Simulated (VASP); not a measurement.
Input of a VASP 6.6.1 run:

File INCAR:

```
PREC = Accurate
ENCUT = 600
EDIFF = 1E-7
ISMEAR = 0
SIGMA = 0.1
LREAL = F
LASPH = T
NELM = 80
ALGO = Fast
ISIF = 3
LWAVE = F
LCHARG = F
GGA = PE
IBRION = 2
NSW = 100
EDIFFG = -0.01
```

The input KPOINTS:

```
regular mesh
0
Gamma
  8 8 4
```

POSCAR

```
Zn2Cd3Se
1.0
    4.1101603972      0.0000000000      0.0000000000
    0.0000000000      4.1101603972      0.0000000000
    0.0000000000      0.0000000000      7.7018298484
Zn Cd Se
2 3 1
Direct
    0.5000000000      0.0000000000      0.7210686525
    0.0000000000      0.5000000000      0.2789313475
    0.5000000000      0.0000000000      0.3669379177
    0.0000000000      0.5000000000      0.6330620823
    0.0000000000      0.0000000000      0.0000000000
    0.5000000000      0.5000000000      0.0000000000
```

Potentials or basis: VASP PAW PBE potentials, release 64 (Zn, Cd, Se).

Launch:

```console
$ cat potpaw_PBE.64/Zn/POTCAR potpaw_PBE.64/Cd/POTCAR potpaw_PBE.64/Se/POTCAR > POTCAR
$ mpirun -np 1 vasp_std > vasp.out
```

(1) Predict the relaxed cell.

(2) Estimate the band gap on the k mesh.

(3) What does it give for the space group after relaxing (to 0.1 Å)?

## Answers

(1) a = 4.039 Å, b = 4.039 Å, c = 8.127 Å, α = 90.00°, β = 90.00°, γ = 90.00°.

(2) zero (bands 33 and 34 overlap by 2.82 eV).

(3) P-4m2 (No. 115).
